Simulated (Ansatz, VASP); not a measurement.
P in VASP and in Ansatz

```
CELL_PARAMETERS angstrom
3.23447 0.00000 0.00000
0.00000 34.33418 0.00000
0.00000 0.00000 4.63208
ATOMIC_POSITIONS crystal
P 0.00000 0.97026 0.59215
P 0.00000 0.02974 0.40785
P 0.50000 0.02974 0.09215
P 0.50000 0.97026 0.90785
```

Change from the starting cell: strain -0.015 along x and y, +0.000 along z, atoms carried along.

Alike in both runs: task single point; functional PBEsol; k mesh 8 × 1 × 6; occupations gaussian, width 0.05 eV; no spin polarisation.

|  | VASP | Ansatz |
| --- | --- | --- |
| version | VASP 6.6.1 | Ansatz 0.2.0 |
| potentials or method | VASP PAW PBE potentials, release 64 (P), cutoff 520 eV | scalar-relativistic, plane waves, PAW |
| valence electrons in the cell | 20 | 20 |

Ansatz gave:

- gap on the k mesh at the Fermi level (eV): 0.94
- least direct gap on the mesh (eV): 0.94
- rms of the force components (eV/Å): 0.258

Task: Which values does VASP return?

Result: gap on the k mesh at the Fermi level (eV): 0.96; least direct gap on the mesh (eV): 0.96; rms of the force components (eV/Å): 0.246.

VASP's potentials were made for PBE, not for PBEsol. Atom by atom the forces differ by 0.012 eV/Å (rms over components). The functional is the same, so the differences come from potentials, cutoffs and numerics.
